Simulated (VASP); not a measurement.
Input of a VASP 6.6.1 run:

The input INCAR:

```
SYSTEM = PtS2
PREC = Accurate ; ENCUT = 520
EDIFF = 1E-7 ; ISMEAR = 0
SIGMA = 0.05 ; LREAL = .False.
LASPH = .True. ; NELM = 80
ALGO = Normal ; ISIF = 2
LWAVE = .False. ; LCHARG = .False.
GGA = PE ; NBANDS = 18
```

KPOINTS

```
Automatic mesh
0
Gamma
  12 12 8
  0 0 0
```

POSCAR

```
PtS2
1.0
    3.5431994758      0.0000000000      0.0000000000
   -1.7715997379      3.0685007567      0.0000000000
    0.0000000000      0.0000000000      5.0388000000
Pt S
1 2
Direct
    0.0000000000      0.0000000000      0.0000000000
    0.2388970692      0.5975345233      0.1904620148
    0.6666666667      0.3333333333      0.7500000000
```

Potentials or basis: VASP PAW PBE potentials, release 64 (Pt, S).

The run is started by

```bash
$ cat potpaw_PBE.64/Pt/POTCAR potpaw_PBE.64/S/POTCAR > POTCAR
$ mpirun -np 1 vasp_std > vasp.out
```

Estimate the pressure.

20.2 GPa.

Estimate the band gap on the k mesh.

0.42 eV, indirect (least direct gap 0.69 eV).

What does it give for the largest force?

6.266 eV/Å.

Stress tensor (GPa, compression positive):
```
13.32 -7.05  6.02
-7.05 31.17 11.19
 6.02 11.19 16.10
```

Caveat: the cell differs from its parent crystal (atom 2 (S) moved by (-0.300, -0.300) A along [1 1 0] and z); spin-orbit coupling is left out, which moves the levels of the heavy elements; forces of over 1 eV/Å act on the atoms, so gaps and moduli don't describe the material at rest. A k mesh can miss the band edges.
